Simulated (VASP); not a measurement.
# RuS2 (C2/m) in VASP: single point with PBEsol+U

Aim: the single point of RuS2 with PBEsol+U.

Program: VASP 6.6.1. These are calculated values, not measurements. Logs are shortened: lines on timing, memory, paths and dates and some standing lists are left out, and cuts for length are marked.

## (1) The cell of the first run

It takes space group C2/m (No. 12, monoclinic). Conventional cell: a = 6.220 Å, b = 3.813 Å, c = 4.386 Å, α = 90.00°, β = 90.04°, γ = 90.00°. Within 3.1 Å of Ru (site symmetry 2/m) lie 6 S at 2.32 to 2.57 Å. Within 3.1 Å of S (site symmetry m) lie 3 Ru at 2.32 to 2.57 Å and 3 S at 2.77 to 2.98 Å.

## (2) Single point, PBEsol+U, collinear spin, ferromagnetic start

Contents of INCAR:

```
SYSTEM = RuS2
ALGO = Normal ; EDIFF = 1E-7
ENCUT = 520 ; GGA = PS
ISIF = 2 ; ISMEAR = 0
ISPIN = 2 ; LASPH = .True.
LCHARG = .False. ; LDAU = .True.
LDAUJ = 0.7 0 ; LDAUL = 2 -1
LDAUPRINT = 1 ; LDAUTYPE = 1
LDAUU = 4 0 ; LMAXMIX = 4
LORBIT = 11 ; LREAL = .False.
LWAVE = .False. ; MAGMOM = 4 0 0
NBANDS = 24 ; NELM = 150
PREC = Accurate ; SIGMA = 0.05
```

Contents of KPOINTS:

```
k-points
0
Gamma
  6 6 4
  0 0 0
```

Contents of POSCAR:

```
RuS2
1.0
    3.1102166100     -1.9066246500      0.0000000000
    3.1102166100      1.9066246500      0.0000000000
   -0.0030620500      0.0000000000      4.3860576300
Ru S
1 2
Direct
    0.0000000000      0.0000000000      0.0000000000
    0.6879000000      0.6879000000      0.2889000000
    0.3121000000      0.3121000000      0.7111000000
```

Potentials or basis: VASP PAW PBE potentials, release 64 (Ru_pv, S).

Run with:

```console
$ cat potpaw_PBE.64/Ru_pv/POTCAR potpaw_PBE.64/S/POTCAR > POTCAR
$ mpirun -np 1 vasp_std > vasp.out
```

OUTCAR:

```text
SYSTEM = RuS2
   EDIFF = 1E-7
   ENCUT = 520
   GGA = PS
   ISIF = 2
   ISMEAR = 0
   ISPIN = 2
   LASPH = .True.
   LORBIT = 11
   LREAL = .False.
   NELM = 150
   PREC = Accurate

 ion  position               nearest neighbor table
   1  0.000  0.000  0.000-   2 2.32   3 2.32   2 2.57   2 2.57   3 2.57   3 2.57
   2  0.688  0.688  0.289-   1 2.32   1 2.57   1 2.57   3 2.77   3 2.77
   3  0.312  0.312  0.711-   1 2.32   1 2.57   1 2.57   2 2.77   2 2.77

  LATTYP: Found a base centered monoclinic cell.
 ALAT       =     6.2204332200
 B/A-ratio  =     0.6130198919
 C/A-ratio  =     0.7051050214
 COS(beta)  =    -0.0006981325

  Lattice vectors:

 A1 = (   3.1102166100,  -1.9066246500,   0.0000000000)
 A2 = (   3.1102166100,   1.9066246500,   0.0000000000)
 A3 = (  -0.0030620500,   0.0000000000,   4.3860576300)

Analysis of symmetry for initial positions (statically):
=====================================================================
 Subroutine PRICEL returns:
 Original cell was already a primitive cell.

 Routine SETGRP: Setting up the symmetry group for a
 base centered monoclinic supercell.

 Subroutine GETGRP returns: Found  4 space group operations
 (whereof  4 operations were pure point group operations)
 out of a pool of  4 trial point group operations.

The static configuration has the point symmetry C_2h.

Analysis of symmetry for dynamics (positions and initial velocities):
=====================================================================
 Subroutine PRICEL returns:
 Original cell was already a primitive cell.

 Routine SETGRP: Setting up the symmetry group for a
 base centered monoclinic supercell.

 Subroutine GETGRP returns: Found  4 space group operations
 (whereof  4 operations were pure point group operations)
 out of a pool of  4 trial point group operations.

The dynamic configuration has the point symmetry C_2h.

Analysis of structural, dynamic, and magnetic symmetry:
=====================================================================
 Subroutine PRICEL returns:
 Original cell was already a primitive cell.

 Routine SETGRP: Setting up the symmetry group for a
 base centered monoclinic supercell.

 Subroutine GETGRP returns: Found  4 space group operations
 (whereof  4 operations were pure point group operations)
 out of a pool of  4 trial point group operations.

The overall configuration has the point symmetry C_2h.

 Subroutine INISYM returns: Found  4 space group operations
 (whereof  4 operations are pure point group operations),
 and found     1 'primitive' translations

----------------------------------------------------------------------------------------

                                     Primitive cell

  volume of cell :      52.0188

  direct lattice vectors                    reciprocal lattice vectors
     3.110216610 -1.906624650  0.000000000     0.160760507 -0.262243541  0.000112232
     3.110216610  1.906624650  0.000000000     0.160760507  0.262243541  0.000112232
    -0.003062050  0.000000000  4.386057630     0.000000000  0.000000000  0.227995180

  length of vectors
     3.648104291  3.648104291  4.386058699     0.307596535  0.307596535  0.227995180

  position of ions in fractional coordinates (direct lattice)
     0.000000000  0.000000000  0.000000000
     0.687900000  0.687900000  0.288900000
     0.312100000  0.312100000  0.711100000

  ion indices of the primitive-cell ions
   primitive index   ion index
                 1           1
                 2           2
                 3           3

[... 70 lines left out ...]
   NELM   =    150;   NELMIN=  2; NELMDL= -5     # of ELM steps
   EDIFF  = 0.1E-06   stopping-criterion for ELM
   LREAL  =      F    real-space projection
   EDIFFG = 0.1E-05   stopping-criterion for IOM
   NSW    =      0    number of steps for IOM
   IBRION =     -1    ionic relax: 0-MD 1-quasi-New 2-CG
   NFREE  =      0    steps in history (QN), initial steepest desc. (CG)
   ISIF   =      2    stress and relaxation
   ISYM   =      2    0-nonsym 1-usesym 2-fastsym
   POTIM  = 0.5000    time-step for ionic-motion
   TEBEG  =    0.0;   TEEND  =   0.0 temperature during run
   PSTRESS=    0.0 pullay stress
   NELECT =      26.0000    total number of electrons
   NUPDOWN=      -1.0000    fix difference up-down
   EMIN   =  10.00;   EMAX   =-10.00  energy-range for DOS
   EFERMI =   0.00;   METHOD = LEGACY
   ISMEAR =     0;   SIGMA  =   0.05  broadening in eV -4-tet -1-fermi 0-gaus
   EFERMI_NEDOS =   21; number of points for ismear=-14 and -15
   IALGO  =     38    algorithm
   IMIX   =      4    mixing-type and parameters
     AMIX     =   0.40;   BMIX     =  1.00
     AMIX_MAG =   1.60;   BMIX_MAG =  1.00
  volume/ion in A,a.u.               =      17.34       117.01
  Fermi-wavevector in a.u.,A,eV,Ry     =   1.299210  2.455150 22.965894  1.687946
  Thomas-Fermi vector in A             =   2.430488
   LORBIT       =     11    0 simple, 1 ext, 2 COOP (PROOUT), +10 PAW based schemes
 LDA+U is selected, type is set to LDAUTYPE =  1
   angular momentum for each species LDAUL =     2   -1
   U (eV)           for each species LDAUU =   4.0  0.0
   J (eV)           for each species LDAUJ =   0.7  0.0
   GGA     = PS    functional components
   LHFCALC =     F    Hartree Fock is set to
   AEXX    =    0.0000 exact exchange contribution
   IVDW    =     0    specifies the selected vdW correction
   LEPSILON=     F    determine dielectric tensor
   LRPA    =     F    only Hartree local field effects (RPA)
 spin polarized calculation
 Gauss-broadening in eV      SIGMA  =   0.05
  energy-cutoff  :      520.00
  volume of cell :       52.02
 maximum number of plane-waves:      1420
   NGX = 13   NGY = 13   NGZ = 17

atom =   1  type =  1  l = 2

 onsite density matrix

spin component  1

  0.7550 -0.1643  0.0000  0.0000  0.0000
 -0.1643  0.6364  0.0000  0.0000  0.0000
  0.0000  0.0000  0.8714  0.0058 -0.0093
  0.0000  0.0000  0.0058  0.6524  0.1497
  0.0000  0.0000 -0.0093  0.1497  0.7374

spin component  2

  0.2385 -0.0153  0.0000  0.0000  0.0000
 -0.0153  0.5212  0.0000  0.0000  0.0000
  0.0000  0.0000  0.2451  0.1275  0.1520
  0.0000  0.0000  0.1275  0.6140  0.1221
  0.0000  0.0000  0.1520  0.1221  0.6599

 occupancies and eigenvectors

  o =  0.1776  v =  0.0000  0.0000  0.0000  0.0000  0.0000  0.0000  0.0000  0.9468 -0.2080 -0.2457      0.0000  0.0000  0.0000  0.0000  0.0000  0.0000  0.0000  0.0000  0.0000  0.0000
  o =  0.2377  v =  0.0000  0.0000  0.0000  0.0000  0.0000 -0.9985 -0.0538  0.0000  0.0000  0.0000      0.0000  0.0000  0.0000  0.0000  0.0000  0.0000  0.0000  0.0000  0.0000  0.0000
  o =  0.5127  v =  0.0000  0.0000  0.0000  0.0000  0.0000  0.0000  0.0000  0.0026  0.7683 -0.6401      0.0000  0.0000  0.0000  0.0000  0.0000  0.0000  0.0000  0.0000  0.0000  0.0000
  o =  0.5210  v = -0.5747 -0.8184  0.0000  0.0000  0.0000  0.0000  0.0000  0.0000  0.0000  0.0000      0.0000  0.0000  0.0000  0.0000  0.0000  0.0000  0.0000  0.0000  0.0000  0.0000
  o =  0.5220  v =  0.0000  0.0000  0.0000  0.0000  0.0000 -0.0538  0.9985  0.0000  0.0000  0.0000      0.0000  0.0000  0.0000  0.0000  0.0000  0.0000  0.0000  0.0000  0.0000  0.0000
  o =  0.5389  v =  0.0000  0.0000 -0.0310  0.7972 -0.6029  0.0000  0.0000  0.0000  0.0000  0.0000      0.0000  0.0000  0.0000  0.0000  0.0000  0.0000  0.0000  0.0000  0.0000  0.0000
  o =  0.8287  v =  0.0000  0.0000  0.0000  0.0000  0.0000  0.0000  0.0000  0.3219  0.6054  0.7279      0.0000  0.0000  0.0000  0.0000  0.0000  0.0000  0.0000  0.0000  0.0000  0.0000
  o =  0.8498  v =  0.0000  0.0000  0.1761  0.5981  0.7818  0.0000  0.0000  0.0000  0.0000  0.0000      0.0000  0.0000  0.0000  0.0000  0.0000  0.0000  0.0000  0.0000  0.0000  0.0000
  o =  0.8704  v = -0.8184  0.5747  0.0000  0.0000  0.0000  0.0000  0.0000  0.0000  0.0000  0.0000      0.0000  0.0000  0.0000  0.0000  0.0000  0.0000  0.0000  0.0000  0.0000  0.0000
  o =  0.8724  v =  0.0000  0.0000 -0.9839  0.0820  0.1589  0.0000  0.0000  0.0000  0.0000  0.0000      0.0000  0.0000  0.0000  0.0000  0.0000  0.0000  0.0000  0.0000  0.0000  0.0000

 number of electron      25.9999998 magnetization       1.5726746

 Free energy of the ion-electron system (eV)
  ---------------------------------------------------
  ext. energy  EPLUGINS =         0.00000000
  ---------------------------------------------------
  free energy    TOTEN  =       -15.40664586 eV

  energy without entropy =      -15.40576536  energy(sigma->0) =      -15.40620561

 E-fermi :   6.9111     XC(G=0): -11.2866

 val. band max:        6.9002720987   @ k =  -0.1667   0.1667   0.5000
 cond. band min:       6.9697179190   @ k =   0.1667   0.1667   0.2500
 fundamental gap:      0.0694458203
 Fermi energy:         6.9111475514

 spin component 1

 k-point     1 :       0.0000    0.0000    0.0000
  band No.  band energies     occupation
      1     -36.6382      1.00000
      2     -36.0100      1.00000
      3     -35.9655      1.00000
      4      -7.7764      1.00000
      5      -4.0572      1.00000
      6       0.4487      1.00000
[... 1289 lines left out ...]
     23      18.7276      0.00000
     24      19.4017      0.00000

 [... further k-points ...]
[... 5 lines left out ...]
  --------------------------------------------------------------------------------------
  -------------------------------------------------------------------------------------
  Total       -3.6357403     -5.0149987      0.7854573      0.0000000      0.0000000     -2.1839907
  in kB     -111.9807234   -154.4618530     24.1920666      0.0000000      0.0000000    -67.2668651
  external PRESSURE =     -80.7501699 kB  Pullay stress =       0.0000000 kB

 VOLUME and BASIS-vectors are now :
 -----------------------------------------------------------------------------
  energy-cutoff  :      520.00
  volume of cell :       52.02
      direct lattice vectors                 reciprocal lattice vectors
     3.110216610 -1.906624650  0.000000000     0.160760507 -0.262243541  0.000112232
     3.110216610  1.906624650  0.000000000     0.160760507  0.262243541  0.000112232
    -0.003062050  0.000000000  4.386057630     0.000000000  0.000000000  0.227995180

 POSITION                                       TOTAL-FORCE (eV/Angst)
 -----------------------------------------------------------------------------------
      0.00000      0.00000      0.00000        -0.000000      0.000000      0.000000
      4.27815      0.00000      1.26713        -0.854249      0.000000     -1.039725
      1.93922      0.00000      3.11893         0.854249      0.000000      1.039725
 -----------------------------------------------------------------------------------
    total drift:                               -0.000000      0.000000      0.000000

  FREE ENERGIE OF THE ION-ELECTRON SYSTEM (eV)
  ---------------------------------------------------
  free  energy   TOTEN  =       -15.4066458593 eV

  energy  without entropy=      -15.4057653645  energy(sigma->0) =      -15.40620561

 total charge

# of ion       s       p       d       tot
------------------------------------------
    1        0.313   6.232   5.884  12.429
    2        1.365   2.226   0.000   3.591
    3        1.365   2.226   0.000   3.591
--------------------------------------------------
tot          3.043  10.684   5.884  19.611

 magnetization (x)

# of ion       s       p       d       tot
------------------------------------------
    1        0.018   0.024   1.368   1.411
    2        0.002   0.024   0.000   0.026
    3        0.002   0.024   0.000   0.026
--------------------------------------------------
tot          0.023   0.073   1.368   1.464
```

It took 2.7 min on 1 thread of AMD EPYC 7R13 (Zen 3), shared host; peak memory 0.21 GiB.

What came out:

- Free energy: -15.4066 eV
- Pressure: -8.1 GPa
- Largest force: 1.346 eV/Å
- Net moment: 1.57 μB per cell
- Site moments: Ru +1.41; S +0.03 μB
- Valence electrons inside the program's atomic spheres: Ru 12.43; S 3.59

Forces on the atoms (eV/Å):
```
Ru   0.000  0.000  0.000
S   -0.854  0.000 -1.040
S    0.854  0.000  1.040
```

Eigenvalues of the final occupation matrices:
```
    site  spin  trace               eigenvalues
site 1 d     1   3.65  0.52 0.54 0.85 0.87 0.87
site 1 d     2   2.28  0.18 0.24 0.51 0.52 0.83
```

Caveat: the PAW data sets were made with another functional, which shifts forces and pressure a little.
